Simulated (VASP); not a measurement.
# H5C10F in VASP: further runs

The runs below take H5C10F through single point, with PBE.

Program: VASP 6.6.1. These are calculated values, not measurements. Logs are shortened: lines on timing, memory, paths and dates and some standing lists are left out, and cuts for length are marked.

### Step 1. The cell of the first run

The cell holds a slab with vacuum, 32 atoms: a = 5.049 Å, b = 5.049 Å, c = 15.836 Å, α = 90.00°, β = 90.00°, γ = 90.00°.

### Step 2. Single point, PBE

Contents of INCAR:

```
  ALGO = Normal
  EDIFF = 1E-7
  ENCUT = 520
  GGA = PE
  ISIF = 2
  ISMEAR = -1
  LASPH = True
  LCHARG = False
  LREAL = Auto
  LWAVE = False
  NBANDS = 74
  NELM = 80
  PREC = Accurate
  SIGMA = 0.05
```

Contents of KPOINTS:

```
k-points
0
Gamma
  2 2 1
```

Contents of POSCAR:

```
H5C10F
1.0
    5.0487420000      0.0000000000      0.0000000000
    0.0000000000      5.0487420000      0.0000000000
    0.0000000000      0.0000000000     15.8355610000
H C F
10 20 2
Direct
    0.4277897346      0.0000000000      0.0631490100
    0.0722160095      0.0000000000      0.0631490100
    0.9277954786      0.0000000000      0.0631490100
    0.5722217535      0.0000000000      0.0631490100
    0.4277897346      0.5000057440      0.0631490100
    0.0722160095      0.5000057440      0.0631490100
    0.9277954786      0.5000057440      0.0631490100
    0.5722217535      0.5000057440      0.0631490100
    0.2146871438      0.5101270772      0.3838891467
    0.8025959734      0.5239919172      0.3899577666
    0.2500028720      0.0000000000      0.1032296867
    0.7500086160      0.0000000000      0.1032296867
    0.2500028720      0.5000057440      0.1032296867
    0.7500086160      0.5000057440      0.1032296867
    0.2500028720      0.2500028720      0.1595901781
    0.7500086160      0.2500028720      0.1595901781
    0.2500028720      0.7500086160      0.1595901781
    0.7500086160      0.7500086160      0.1595901781
    0.0056845844      0.2511714799      0.2133931346
    0.5109787745      0.2590744387      0.2150413238
    0.0074672067      0.7317466410      0.2182303488
    0.5132565697      0.7665275825      0.2185271491
    0.0174102776      0.0077841173      0.2708650486
    0.5015308764      0.0240257870      0.2760432674
   -0.0157266899      0.4818229967      0.2722669566
    0.5097111320      0.4983023494      0.2717743944
    0.2529739091      0.1023027122      0.3234997484
    0.7602091769      0.0985790124      0.3205380599
    0.2483787050      0.4158263583      0.3204433364
    0.7526231287      0.4276312792      0.3288421547
    0.2430902589      0.9961293328      0.4053598101
    0.7314693442      0.9907220452      0.4004973363
```

Potentials or basis: VASP PAW PBE potentials, release 64 (H, C, F).

Launch:

```bash
cat potpaw_PBE.64/H/POTCAR potpaw_PBE.64/C/POTCAR potpaw_PBE.64/F/POTCAR > POTCAR
mpirun -np 1 vasp_std > vasp.out
```

OUTCAR:

```text
EDIFF = 1E-7
   ENCUT = 520
   GGA = PE
   ISIF = 2
   ISMEAR = -1
   LASPH = True
   LREAL = Auto
   NELM = 80
   PREC = Accurate

 ion  position               nearest neighbor table
   1  0.428  0.000  0.063-   4 0.73  11 1.10
   2  0.072  0.000  0.063-   3 0.73  11 1.10
   3  0.928  0.000  0.063-   2 0.73  12 1.10
   4  0.572  0.000  0.063-   1 0.73  12 1.10
   5  0.428  0.500  0.063-   8 0.73  13 1.10
   6  0.072  0.500  0.063-   7 0.73  13 1.10
   7  0.928  0.500  0.063-   6 0.73  14 1.10
   8  0.572  0.500  0.063-   5 0.73  14 1.10
   9  0.215  0.510  0.384-  29 1.12
  10  0.803  0.524  0.390-  30 1.11
  11  0.250  0.000  0.103-   2 1.10   1 1.10  17 1.55  15 1.55
  12  0.750  0.000  0.103-   4 1.10   3 1.10  18 1.55  16 1.55
  13  0.250  0.500  0.103-   6 1.10   5 1.10  15 1.55  17 1.55
  14  0.750  0.500  0.103-   8 1.10   7 1.10  16 1.55  18 1.55
  15  0.250  0.250  0.160-  19 1.50  13 1.55  11 1.55  20 1.58
  16  0.750  0.250  0.160-  20 1.49  14 1.55  12 1.55  19 1.55
[... 12 lines left out ...]
  29  0.248  0.416  0.320-   9 1.12  25 1.57  26 1.58  27 1.58
  30  0.753  0.428  0.329-  10 1.11  25 1.50  26 1.56  28 1.67
  31  0.243  0.996  0.405-  27 1.40
  32  0.731  0.991  0.400-  28 1.39

  LATTYP: Found a simple tetragonal cell.
 ALAT       =     5.0487420000
 C/A-ratio  =     3.1365359925

  Lattice vectors:

 A1 = (   5.0487420000,   0.0000000000,   0.0000000000)
 A2 = (   0.0000000000,   5.0487420000,   0.0000000000)
 A3 = (   0.0000000000,   0.0000000000,  15.8355610000)

Analysis of symmetry for initial positions (statically):
=====================================================================
 Subroutine PRICEL returns:
 Original cell was already a primitive cell.

 Routine SETGRP: Setting up the symmetry group for a
 simple tetragonal supercell.

 Subroutine GETGRP returns: Found  1 space group operations
 (whereof  1 operations were pure point group operations)
 out of a pool of 16 trial point group operations.

The static configuration has the point symmetry C_1 .

Analysis of symmetry for dynamics (positions and initial velocities):
=====================================================================
 Subroutine PRICEL returns:
 Original cell was already a primitive cell.

 Routine SETGRP: Setting up the symmetry group for a
 simple tetragonal supercell.

 Subroutine GETGRP returns: Found  1 space group operations
 (whereof  1 operations were pure point group operations)
 out of a pool of 16 trial point group operations.

The dynamic configuration has the point symmetry C_1 .

 Subroutine INISYM returns: Found  1 space group operations
 (whereof  1 operations are pure point group operations),
 and found     1 'primitive' translations

----------------------------------------------------------------------------------------

                                     Primitive cell

  volume of cell :     403.6452

  direct lattice vectors                    reciprocal lattice vectors
     5.048742000  0.000000000  0.000000000     0.198069143  0.000000000  0.000000000
     0.000000000  5.048742000  0.000000000     0.000000000  0.198069143  0.000000000
     0.000000000  0.000000000 15.835561000     0.000000000  0.000000000  0.063149010

  length of vectors
     5.048742000  5.048742000 15.835561000     0.198069143  0.198069143  0.063149010

  position of ions in fractional coordinates (direct lattice)
     0.427789735  0.000000000  0.063149010
     0.072216010  0.000000000  0.063149010
     0.927795479  0.000000000  0.063149010
     0.572221754  0.000000000  0.063149010
     0.427789735  0.500005744  0.063149010
     0.072216010  0.500005744  0.063149010
[... 24 lines left out ...]
     0.243090259  0.996129333  0.405359810
     0.731469344  0.990722045  0.400497336

  ion indices of the primitive-cell ions
   primitive index   ion index
                 1           1
                 2           2
                 3           3
                 4           4
                 5           5
                 6           6
[... 24 lines left out ...]
                31          31
                32          32

----------------------------------------------------------------------------------------

 KPOINTS: k-points

Automatic generation of k-mesh.
 Grid dimensions read from file:
 generate k-points for:    2    2    1

 Generating k-lattice:

  Cartesian coordinates                     Fractional coordinates (reciprocal lattice)
     0.099034571  0.000000000  0.000000000     0.500000000  0.000000000  0.000000000
     0.000000000  0.099034571  0.000000000     0.000000000  0.500000000  0.000000000
     0.000000000  0.000000000  0.063149010     0.000000000  0.000000000  1.000000000

  Length of vectors
     0.099034571  0.099034571  0.063149010

  Shift w.r.t. Gamma in fractional coordinates (k-lattice)
     0.000000000  0.000000000  0.000000000

 Subroutine IBZKPT returns following result:
 ===========================================

 Found      4 irreducible k-points:

 Following reciprocal coordinates:
            Coordinates               Weight
  0.000000  0.000000  0.000000      1.000000
  0.500000  0.000000  0.000000      1.000000
  0.000000  0.500000  0.000000      1.000000
  0.500000  0.500000  0.000000      1.000000
   k-points           NKPTS =      4   k-points in BZ     NKDIM =      4   number of bands    NBANDS=     74
   number of dos      NEDOS =    301   number of ions     NIONS =     32
   total plane-waves  NPLWV = 192000
   dimension x,y,z NGX =    40 NGY =   40 NGZ =  120
   dimension x,y,z NGXF=    80 NGYF=   80 NGZF=  240
   ions per type =              10  20   2
   NGX,Y,Z   is equivalent  to a cutoff of  13.17, 13.17, 12.60 a.u.
   NGXF,Y,Z  is equivalent  to a cutoff of  26.34, 26.34, 25.20 a.u.
 SYSTEM =  unknown system
   PREC   = accura    normal or accurate (medium, high low for compatibility)
   ISTART =      0    job   : 0-new  1-cont  2-samecut
   ICHARG =      2    charge: 1-file 2-atom 10-const
   ISPIN  =      1    spin polarized calculation?
   LNONCOLLINEAR =      F non collinear calculations
   LSORBIT =      F    spin-orbit coupling
   LASPH  =      T    aspherical Exc in radial PAW
   ENCUT  =  520.0 eV  38.22 Ry    6.18 a.u.   9.39  9.39 29.44*2*pi/ulx,y,z
   NELM   =     80;   NELMIN=  2; NELMDL= -5     # of ELM steps
   EDIFF  = 0.1E-06   stopping-criterion for ELM
   LREAL  =      T    real-space projection
   EDIFFG = 0.1E-05   stopping-criterion for IOM
   NSW    =      0    number of steps for IOM
   IBRION =     -1    ionic relax: 0-MD 1-quasi-New 2-CG
   NFREE  =      0    steps in history (QN), initial steepest desc. (CG)
   ISIF   =      2    stress and relaxation
   ISYM   =      2    0-nonsym 1-usesym 2-fastsym
   POTIM  = 0.5000    time-step for ionic-motion
   TEBEG  =    0.0;   TEEND  =   0.0 temperature during run
   PSTRESS=    0.0 pullay stress
   NELECT =     104.0000    total number of electrons
   NUPDOWN=      -1.0000    fix difference up-down
   EMIN   =  10.00;   EMAX   =-10.00  energy-range for DOS
   EFERMI =   0.00;   METHOD = LEGACY
   ISMEAR =    -1;   SIGMA  =   0.05  broadening in eV -4-tet -1-fermi 0-gaus
   EFERMI_NEDOS =   21; number of points for ismear=-14 and -15
   IALGO  =     38    algorithm
   IMIX   =      4    mixing-type and parameters
     AMIX     =   0.40;   BMIX     =  1.00
     AMIX_MAG =   1.60;   BMIX_MAG =  1.00
  volume/ion in A,a.u.               =      12.61        85.12
  Fermi-wavevector in a.u.,A,eV,Ry     =   1.041724  1.968573 14.764892  1.085189
  Thomas-Fermi vector in A             =   2.176357
   LORBIT       =      0    0 simple, 1 ext, 2 COOP (PROOUT), +10 PAW based schemes
   GGA     = PE    functional components
   LHFCALC =     F    Hartree Fock is set to
   AEXX    =    0.0000 exact exchange contribution
   IVDW    =     0    specifies the selected vdW correction
   LEPSILON=     F    determine dielectric tensor
   LRPA    =     F    only Hartree local field effects (RPA)
 non-spin polarized calculation
  energy-cutoff  :      520.00
  volume of cell :      403.65
 maximum number of plane-waves:     10887
 NGX is ok and might be reduce to    40
   NGX = 19   NGY = 19   NGZ = 59

 number of electron     103.9999996 magnetization

 Free energy of the ion-electron system (eV)
  ---------------------------------------------------
  ext. energy  EPLUGINS =         0.00000000
  ---------------------------------------------------
  free energy    TOTEN  =      -209.19011076 eV

  energy without entropy =     -209.19011076  energy(sigma->0) =     -209.19011076

 E-fermi :   1.9852     XC(G=0):  -5.7454

 val. band max:        0.8088156344   @ k =   0.0000   0.0000   0.0000
 cond. band min:       3.1314676977   @ k =   0.0000   0.0000   0.0000
 fundamental gap:      2.3226520633
 Fermi energy:         1.9851642931

 k-point     1 :       0.0000    0.0000    0.0000
  band No.  band energies     occupation
      1     -25.2561      2.00000
      2     -24.7033      2.00000
      3     -20.4135      2.00000
      4     -18.1267      2.00000
      5     -16.3757      2.00000
      6     -15.9544      2.00000
[... 56 lines left out ...]
     63       6.2574      0.00000
     64       6.3290      0.00000

 k-point     2 :       0.5000    0.0000    0.0000
  band No.  band energies     occupation
      1     -25.0548      2.00000
      2     -24.9214      2.00000
      3     -19.3508      2.00000
      4     -19.2364      2.00000
      5     -17.0566      2.00000
      6     -16.9932      2.00000
[... 56 lines left out ...]
     63       6.6414      0.00000
     64       6.8196      0.00000

 k-point     3 :       0.0000    0.5000    0.0000
  band No.  band energies     occupation
      1     -25.2509      2.00000
      2     -24.7017      2.00000
      3     -19.8286      2.00000
      4     -18.6804      2.00000
      5     -17.3359      2.00000
      6     -16.1585      2.00000
[... 56 lines left out ...]
     63       6.6459      0.00000
     64       6.8016      0.00000

 k-point     4 :       0.5000    0.5000    0.0000
  band No.  band energies     occupation
      1     -25.0513      2.00000
      2     -24.9181      2.00000
      3     -18.7815      2.00000
      4     -18.6631      2.00000
      5     -17.6133      2.00000
      6     -17.4872      2.00000
[... 56 lines left out ...]
     63       6.8399      0.00000
     64       7.1354      0.00000
 [bands above 64 left out]

------------------------ aborting loop because EDIFF is reached ----------------------------------------

  FORCE on cell =-STRESS in cart. coord.  units (eV):
  Direction    XX          YY          ZZ          XY          YZ          ZX
  --------------------------------------------------------------------------------------
  -------------------------------------------------------------------------------------
  Total       73.3632253     -5.9080738      1.2354513      0.1879923     -4.4095461     -0.9855022
  in kB      291.1985371    -23.4507473      4.9038414      0.7461923    -17.5026845     -3.9117254
  external PRESSURE =      90.8838771 kB  Pullay stress =       0.0000000 kB

 VOLUME and BASIS-vectors are now :
 -----------------------------------------------------------------------------
  energy-cutoff  :      520.00
  volume of cell :      403.65
      direct lattice vectors                 reciprocal lattice vectors
     5.048742000  0.000000000  0.000000000     0.198069143  0.000000000  0.000000000
     0.000000000  5.048742000  0.000000000     0.000000000  0.198069143  0.000000000
     0.000000000  0.000000000 15.835561000     0.000000000  0.000000000  0.063149010

 POSITION                                       TOTAL-FORCE (eV/Angst)
 -----------------------------------------------------------------------------------
      2.15980      0.00000      1.00000        -8.937710     -0.086387      0.124001
      0.36460      0.00000      1.00000         8.926112      0.044447      0.056358
      4.68420      0.00000      1.00000        -8.998594      0.033966      0.037936
      2.88900      0.00000      1.00000         8.977873     -0.095550      0.069461
      2.15980      2.52440      1.00000        -8.988338     -0.008102     -0.005956
      0.36460      2.52440      1.00000         8.947961      0.094406      0.081360
[... 24 lines left out ...]
      1.22730      5.02920      6.41910        -0.092536      0.159948      0.166630
      3.69300      5.00190      6.34210         0.913639     -0.514432      1.222090
 -----------------------------------------------------------------------------------
    total drift:                               -0.017574     -0.020430      0.008557

  FREE ENERGIE OF THE ION-ELECTRON SYSTEM (eV)
  ---------------------------------------------------
  free  energy   TOTEN  =      -209.1901107641 eV

  energy  without entropy=     -209.1901107640  energy(sigma->0) =     -209.19011076
```

Wall time 2.7 min (1 thread of Intel Xeon 6975P-C (Granite Rapids), shared host); peak memory 0.44 GiB.

Results:

* Free energy: -209.1901 eV
* Largest force: 8.999 eV/Å
* Band gap on the k mesh: 2.32 eV, direct

Forces in eV/Å, atoms in the order of the input:
```
H   -8.938 -0.086  0.124
H    8.926  0.044  0.056
H   -8.999  0.034  0.038
H    8.978 -0.096  0.069
H   -8.988 -0.008 -0.006
H    8.948  0.094  0.081
H   -8.944  0.098  0.104
H    8.913 -0.007  0.052
H    0.916 -0.554 -0.404
H   -1.090 -0.566 -0.114
C   -0.281 -0.021  1.256
C    0.150 -0.035  0.885
C    0.423  0.024  0.853
C   -0.317  0.020  1.040
C    1.158  0.814 -2.090
C    1.015 -0.325 -2.448
C    1.029 -0.342 -0.096
C    1.121  0.541 -0.333
C   -1.370 -0.955 -2.115
C   -1.662 -0.390 -2.164
C   -0.978  3.053  0.571
C   -2.064 -1.865  1.256
C   -2.245  1.137  0.861
C    1.808  0.545 -2.145
C    3.835 -0.073 -0.534
C   -1.374 -0.245  1.847
C    0.399 -1.016  0.379
C   -0.986 -0.501  1.779
C   -0.718  1.601  1.557
C    0.514 -0.566 -1.750
F   -0.093  0.160  0.167
F    0.914 -0.514  1.222
```

Levels at points of the mesh, in eV from the valence-band top:
| k point | band 48 | band 49 | band 50 | band 51 | band 52 | band 53 | band 54 | band 55 | band 56 | band 57 |
| --- | --- | --- | --- | --- | --- | --- | --- | --- | --- | --- |
| (0.00, 0.00, 0.00) | -2.52 | -2.33 | -2.25 | -0.52 | 0.00 | 2.32 | 3.61 | 3.92 | 3.93 | 4.11 |
| (0.50, 0.00, 0.00) | -3.28 | -2.49 | -2.38 | -2.04 | -2.00 | 3.53 | 3.55 | 4.61 | 4.67 | 4.79 |
| (0.00, 0.50, 0.00) | -3.21 | -2.76 | -2.14 | -0.16 | -0.07 | 3.15 | 3.25 | 3.57 | 3.69 | 4.02 |
| (0.50, 0.50, 0.00) | -3.32 | -2.96 | -2.95 | -2.54 | -2.46 | 4.19 | 4.20 | 4.28 | 4.34 | 4.37 |

Caveat: the k points lie up to 0.62 Å⁻¹ apart.

### Step 3. Single point, PBE

Contents of INCAR:

```
ALGO = Normal
EDIFF = 1E-6
ENCUT = 520
GGA = PE
ISIF = 2
ISMEAR = -1
LASPH = True
LCHARG = False
LREAL = Auto
LWAVE = False
NBANDS = 74
NELM = 60
PREC = Accurate
SIGMA = 0.05
```

KPOINTS is that of step 2.

Contents of POSCAR:

```
H5C10F
1.0
    5.0487420000      0.0000000000      0.0000000000
    0.0000000000      5.0487420000      0.0000000000
    0.0000000000      0.0000000000     15.8355610000
H C F
10 20 2
Direct
    0.4277897346      0.0000000000      0.0631490100
    0.0722160095      0.0000000000      0.0631490100
    0.9277954786      0.0000000000      0.0631490100
    0.5722217535      0.0000000000      0.0631490100
    0.4277897346      0.5000057440      0.0631490100
    0.0722160095      0.5000057440      0.0631490100
    0.9277954786      0.5000057440      0.0631490100
    0.5722217535      0.5000057440      0.0631490100
    0.2847243927      0.4976091074      0.3968220640
    0.7797982151      0.5552076141      0.3861814558
    0.2500028720      0.0000000000      0.1032296867
    0.7500086160      0.0000000000      0.1032296867
    0.2500028720      0.5000057440      0.1032296867
    0.7500086160      0.5000057440      0.1032296867
    0.2500028720      0.2500028720      0.1595901781
    0.7500086160      0.2500028720      0.1595901781
    0.2500028720      0.7500086160      0.1595901781
    0.7500086160      0.7500086160      0.1595901781
   -0.0186581132      0.2577671824      0.2106461527
    0.4902409353      0.2645609540      0.2138351777
    0.0022976021      0.7484240629      0.2190891753
    0.4980052457      0.7639328767      0.2207689390
   -0.0138450331      0.0321862357      0.2711871086
    0.4992728882      0.0297697922      0.2767063320
   -0.0054667083      0.4936081107      0.2677518024
    0.4935090761      0.5061260805      0.2692736936
    0.2403965186      0.0923002205      0.3250974184
    0.7585453961      0.1105621955      0.3200833870
    0.2432487142      0.4207384731      0.3282864434
    0.7361239691      0.4355936588      0.3214347758
    0.2539444479      0.9856316682      0.4056692403
    0.7670425623      1.0080729021      0.4042862769
```

Potentials or basis: VASP PAW PBE potentials, release 64 (H, C, F).

Launch:

```bash
cat potpaw_PBE.64/H/POTCAR potpaw_PBE.64/C/POTCAR potpaw_PBE.64/F/POTCAR > POTCAR
mpirun -np 1 vasp_std > vasp.out
```

Wall time 2.4 min (1 thread of Intel Xeon 6975P-C (Granite Rapids), shared host); peak memory 0.44 GiB.

Results (log left out):

```
Free energy            : -208.8988 eV
Largest force          : 8.995 eV/Å
Band gap on the k mesh : 2.29 eV, direct
```

Forces on the atoms (eV/Å):
```
H   -8.965 -0.059  0.058
H    8.995  0.039  0.052
H   -8.933  0.011  0.075
H    8.951 -0.013  0.087
H   -8.933  0.065  0.052
H    8.960  0.088  0.071
H   -8.937  0.101  0.077
H    8.968  0.014  0.037
H   -1.202 -0.430 -1.858
H   -1.186 -1.756 -1.864
C    0.031 -0.069  0.990
C   -0.034 -0.178  1.047
C    0.178  0.054  1.001
C   -0.275  0.158  0.852
C   -1.549  0.259 -2.859
C   -2.881  0.550 -3.715
C    0.073  1.113  0.205
C    0.003  0.602  0.147
C    4.791 -0.046 -0.131
C    1.020 -1.146 -1.302
C   -1.047  1.768 -0.612
C    0.080 -0.265 -0.632
C    3.008 -2.351  0.169
C   -0.723 -0.262 -1.719
C   -0.376 -0.157  3.495
C   -0.539 -1.952  2.947
C    1.217  1.761 -0.200
C   -3.584  0.116  3.239
C    0.529  0.643 -0.878
C    2.885  1.401  1.319
F   -0.411 -0.205  0.081
F   -0.117  0.145 -0.233
```

Levels at points of the mesh, in eV from the valence-band top:
```csv
k point,band 49,band 50,band 51,band 52,band 53,band 54,band 55,band 56
"(0.00, 0.00, 0.00)",-2.38,-2.04,-0.57,0.00,2.29,3.44,3.85,3.89
"(0.50, 0.00, 0.00)",-2.54,-2.50,-2.10,-2.05,3.49,3.50,4.53,4.61
"(0.00, 0.50, 0.00)",-2.72,-1.99,-0.25,-0.01,3.10,3.21,3.54,3.65
"(0.50, 0.50, 0.00)",-3.00,-2.95,-2.55,-2.52,4.07,4.16,4.23,4.26
```

Caveat: the k points lie up to 0.62 Å⁻¹ apart.
